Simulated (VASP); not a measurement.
A run of VASP 6.6.1 is set up as follows.

POSCAR

```
Cu
1.0
    2.6316567452      0.0000000000      0.0000000000
   -1.3158278534      2.2790812032      0.0000000000
    0.0000000000      0.0000000000      4.2709001322
Cu
2
Direct
    0.3333333333      0.6666666667      0.2500000000
    0.6666666667      0.3333333333      0.7500000000
```

INCAR.step1

```
SYSTEM = Cu
PREC = Accurate ; ENCUT = 520
ISMEAR = 1 ; SIGMA = 0.05
LREAL = .FALSE. ; LASPH = .TRUE.
NELM = 80 ; NBANDS = 18
GGA = PE ; ALGO = Normal
EDIFF = 1E-4 ; LWAVE = .TRUE.
LCHARG = .FALSE.
```

INCAR.step2

```
SYSTEM = Cu
PREC = Accurate ; ENCUT = 520
EDIFF = 1E-6 ; ISMEAR = 1
SIGMA = 0.05 ; LREAL = .FALSE.
LASPH = .TRUE. ; NELM = 80
ALGO = Normal ; ISIF = 2
LWAVE = .FALSE. ; LCHARG = .FALSE.
METAGGA = R2SCAN ; LMIXTAU = .TRUE.
NBANDS = 18 ; ISTART = 1
```

Contents of KPOINTS:

```
regular mesh
0
G
  13 13 7
  0 0 0
```

Potentials or basis: VASP PAW PBE potentials, release 64 (Cu).

The run is started by

```console
$ cat potpaw_PBE.64/Cu/POTCAR > POTCAR
$ cp INCAR.step1 INCAR
$ mpirun -np 1 vasp_std > vasp.out
$ cp INCAR.step2 INCAR
$ mpirun -np 1 vasp_std > vasp.out
```

**Question.** Estimate the band gap on the k mesh.

**Answer.** Zero (band 11 reaches 9.41 eV, above the bottom of band 12 at 4.55 eV).

**Question.** Predict the pressure.

**Answer.** -13.4 GPa.

Stress tensor (GPa, compression positive):
```
-14.27   0.00   0.00
  0.00 -14.27   0.00
  0.00   0.00 -11.62
```

Caveat: the PAW data sets were made with another functional, which shifts forces and pressure a little.
